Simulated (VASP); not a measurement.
Runs of VASP 6.6.1 on Os. The structure is that of space group P6/mmm (No. 191), or close to it. The cells are those of the table. This isn't the form of Os at room conditions, which is hcp.

| task | cell | k mesh | cutoff (eV) | gap on the mesh (eV) | pressure (GPa) |
| --- | --- | --- | --- | --- | --- |
| single point | a = 4.381, b = 4.381, c = 2.757 Å, angles 90.0, 90.0, 120.0°, 3 atoms | 10 × 10 × 13 | 520 | none | (a) |
| single point | a = 4.436, b = 4.436, c = 2.792 Å, angles 90.0, 90.0, 120.0°, 3 atoms | 10 × 10 × 13 | 520 | none | -24.3 |
| single point | a = 4.265, b = 4.265, c = 2.684 Å, angles 90.0, 90.0, 120.0°, 3 atoms | 10 × 10 × 13 | 520 | none | (b) |
| single point | a = 4.324, b = 4.324, c = 2.721 Å, angles 90.0, 90.0, 120.0°, 3 atoms | 10 × 10 × 13 | 520 | none | -0.3 |
| single point | a = 4.205, b = 4.205, c = 2.646 Å, angles 90.0, 90.0, 120.0°, 3 atoms | 10 × 10 × 13 | 520 | none | 38.2 |
| relaxation of cell and atoms | relaxed from a = 4.292, b = 4.292, c = 2.631 Å, angles 90.0, 90.0, 120.0°, 3 atoms | 9 × 9 × 12 | 600 | none | 0.0 |
| single point | a = 4.324, b = 4.324, c = 2.721 Å, angles 90.0, 90.0, 120.0°, 3 atoms | 9 × 9 × 12 | 520 | none | -0.3 |
| single point | a = 4.490, b = 4.490, c = 2.826 Å, angles 90.0, 90.0, 120.0°, 3 atoms | 10 × 10 × 13 | 520 | none | -32.5 |

Alike in all rows: level PBE; potentials or basis VASP PAW PBE potentials, release 64 (Os); no spin polarisation; smearing fermi-dirac 0.1 eV.

Problem. Fill in the values left out.

Solution. (a) -13.7; (b) 16.7.

Caveats: spin-orbit coupling is left out, which moves the levels of the heavy elements; the cell stands under tension (at least some runs); the cell stands under pressure (at least some runs); the stress differs along the axes, from -34 to -29 GPa (at least some runs).

A k mesh can miss the band edges, and the runs leave out spin-orbit coupling on Os.

A gap of «none» marks levels without a gap at the run's occupations.
